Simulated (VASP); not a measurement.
Here is a VASP 6.6.1 calculation.

Contents of INCAR:

```
PREC     = Accurate       # precision mode
ENCUT    = 520            # plane-wave cutoff, eV
EDIFF    = 1E-7           # SCF threshold, eV
ISMEAR   = -1             # smearing method
SIGMA    = 0.02           # smearing width, eV
LREAL    = F              # projectors in reciprocal space
LASPH    = T              # aspherical terms in the spheres
NELM     = 60             # most SCF steps
ALGO     = Normal         # electronic algorithm
ISIF     = 2              # what is computed and relaxed
LWAVE    = F              # write WAVECAR
LCHARG   = T              # write CHGCAR
GGA      = PS             # functional
LELF     = T              # ELF
LVHAR    = T            
NBANDS   = 14             # bands
```

File KPOINTS:

```
Automatic mesh
0
Gamma
  8 8 8
```

POSCAR

```
NaCl
1.0
    2.8504347112      0.0000000000      0.0000000000
    0.0000000000      2.8504347112      0.0000000000
    0.0000000000      0.0000000000      2.8504347112
Na Cl
1 1
Direct
    0.0000000000      0.0000000000      0.0000000000
    0.5000000000      0.5000000000      0.5000000000
```

Potentials or basis: VASP PAW PBE potentials, release 64 (Na_pv, Cl).

Launch:

```console
$ cat potpaw_PBE.64/Na_pv/POTCAR potpaw_PBE.64/Cl/POTCAR > POTCAR
$ mpirun -np 1 vasp_std > vasp.out
```

What does it give for the band gap on the k mesh?

4.16 eV, direct.

Predict the pressure.

62.6 GPa.

Caveat: the PAW data sets were made with another functional, which shifts forces and pressure a little. A k mesh can miss the band edges.
